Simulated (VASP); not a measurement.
## AlOs: relaxation of cell and atoms with LDA

The system is AlOs.

```
CELL_PARAMETERS angstrom
2.99791 0.00000 0.00000
0.00000 2.99791 0.00000
0.00000 0.00000 2.99791
ATOMIC_POSITIONS crystal
Al 0.00000 0.00000 0.00000
Os 0.50000 0.50000 0.50000
```

```
Program                : VASP 6.6.1
Task                   : relaxation of cell and atoms
Functional             : LDA
Potentials or basis    : VASP PAW LDA potentials, release 64 (Al, Os)
Cutoff                 : 600 eV
k mesh                 : 10 × 10 × 10
Occupations            : methfessel-paxton, width 0.15 eV
Spin                   : no spin polarisation
Target pressure        : 5 GPa
Dipole correction      : no
Further INCAR settings : ALGO = Normal; EDIFF = 1e-07; IBRION = 2; EDIFFG = -0.005; NSW = 80; ISIF = 3
```

```json
{"Relaxed volume": "12.95 Å³/atom", "Relaxed cell": "a = 2.959 Å, b = 2.959 Å, c = 2.959 Å, α = 90.00°, β = 90.00°, γ = 90.00°", "Space group after relaxing (to 0.05 Å)": "Pm-3m (No. 221)", "Energy change on relaxing (the enthalpy is what falls)": "-1.4 meV/atom", "Ionic steps": "4", "Pressure after relaxing": "5.0 GPa"}
```

The path:
| step | energy change (eV) | largest force (eV/Å) | pressure (GPa) | volume (Å³) |
| --- | --- | --- | --- | --- |
| 1 | 0.0000 | 0.0000 | -5.45 | 26.94 |
| 2 | 0.2720 | 0.0000 | 36.75 | 23.66 |
| 3 | -0.0037 | 0.0000 | 4.63 | 25.93 |
| 4 | -0.0028 | 0.0000 | 4.96 | 25.90 |

Final structure:
```
Al Os
1.0
     2.95882    0.00000    0.00000
     0.00000    2.95882    0.00000
     0.00000    0.00000    2.95882
Al Os
1 1
Cartesian
  0.0000 0.0000 0.0000
  1.4794 1.4794 1.4794
```

Levels at points of the mesh, in eV from the Fermi level:
| k point | band 4 | band 5 | band 6 | band 7 | band 8 | band 9 |
| --- | --- | --- | --- | --- | --- | --- |
| (0.00, 0.00, 0.00) | 0.40 | 0.40 | 0.40 | 5.75 | 5.75 | 5.75 |
| (0.50, 0.00, 0.00) | -1.97 | -1.97 | 0.76 | 2.70 | 7.06 | 10.73 |
| (0.50, 0.50, 0.00) | -1.87 | -1.42 | -1.42 | 2.24 | 4.67 | 7.68 |
| (0.50, 0.50, 0.50) | 2.34 | 2.38 | 2.38 | 3.64 | 3.64 | 3.64 |

It took 46 s on 1 thread of Intel(R) Xeon(R) Platinum 8259CL CPU @ 2.50GHz (Skylake/Cascade Lake), on a shared host, peak memory 0.15 GiB.

Caveat: the cell is relaxed towards a set pressure, so the enthalpy falls and the energy may rise; spin-orbit coupling is left out, which moves the levels of the heavy elements.
